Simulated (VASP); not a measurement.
Here is a VASP 6.6.1 calculation.

The input INCAR:

```
SYSTEM = Hg
  ALGO = Fast
  EDIFF = 1E-6
  ENCUT = 520
  GGA = PS
  ISIF = 2
  ISMEAR = 0
  IVDW = 12
  LASPH = .True.
  LCHARG = .False.
  LREAL = .False.
  LWAVE = .False.
  NBANDS = 19
  NELM = 80
  PREC = Accurate
  SIGMA = 0.15
```

Contents of KPOINTS:

```
k-points
0
Gamma
  18 18 10
  0 0 0
```

The input POSCAR:

```
Hg
1.0
    3.3236910907      0.0000000000      0.0000000000
   -1.6618455453      2.8784009189      0.0000000000
    0.0000000000      0.0000000000      4.9167362304
Hg
2
Direct
    0.6666666667      0.3333333333      0.7500000000
    0.3333333333      0.6666666667      0.2500000000
```

Potentials or basis: VASP PAW PBE potentials, release 64 (Hg).

The run is started by

```sh
$ cat potpaw_PBE.64/Hg/POTCAR > POTCAR
$ mpirun -np 1 vasp_std > vasp.out
```

(1) What does it give for the pressure?

(2) Estimate the band gap on the k mesh.

(3) Predict the dispersion energy per atom.

## Answers

(1) -2.4 GPa.

(2) zero (bands 12 and 13 overlap by 1.11 eV).

(3) -0.424 eV.

Caveat: the PAW data sets were made with another functional, which shifts forces and pressure a little; spin-orbit coupling is left out, which moves the levels of the heavy elements.
